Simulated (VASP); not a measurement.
Write the native input for VASP 6.6.1 that does the following.

```
Task                   : single point
Functional             : LDA
Potentials or basis    : VASP PAW LDA potentials, release 64 (Ta_pv, N)
Cutoff                 : 520 eV
k mesh                 : 18 × 18 × 10
Occupations            : gaussian, width 0.15 eV
Spin                   : no spin polarisation
Dipole correction      : no
Further INCAR settings : ALGO = Normal; EDIFF = 1e-06; NBANDS = 20
```

The structure of Ta2N lies in POSCAR:

```
Ta2N
1.0
    3.0604250815      0.0000000000      0.0000000000
   -1.5302125408      2.6504058669      0.0000000000
    0.0000000000      0.0000000000      4.5358560132
Ta N
2 1
Direct
    0.6666666667      0.3333333333      0.7466885012
    0.3333333333      0.6666666667      0.2533114988
    0.0000000000      0.0000000000      0.0000000000
```

This cell differs from its parent crystal: volume 12.264 Å^3 an atom, c/a of the conventional cell 1.4821.

One way to write it, as run:

INCAR

```
  ALGO = Normal
  EDIFF = 1E-6
  ENCUT = 520
  ISIF = 2
  ISMEAR = 0
  LASPH = True
  LCHARG = False
  LREAL = False
  LWAVE = False
  NBANDS = 20
  NELM = 80
  PREC = Accurate
  SIGMA = 0.15
```

KPOINTS

```
k-points
0
Gamma
  18 18 10
```

Potentials or basis: VASP PAW LDA potentials, release 64 (Ta_pv, N).

Command:

```console
$ cat potpaw_LDA.64/Ta_pv/POTCAR potpaw_LDA.64/N/POTCAR > POTCAR
$ mpirun -np 1 vasp_std > vasp.out
```

It gave:

The pressure is 21.9 GPa. The largest force is 0.038 eV/Å.

It took 3.1 min on 1 thread of Intel Xeon 6975P-C, with other jobs on the host, peak memory 0.32 GiB.
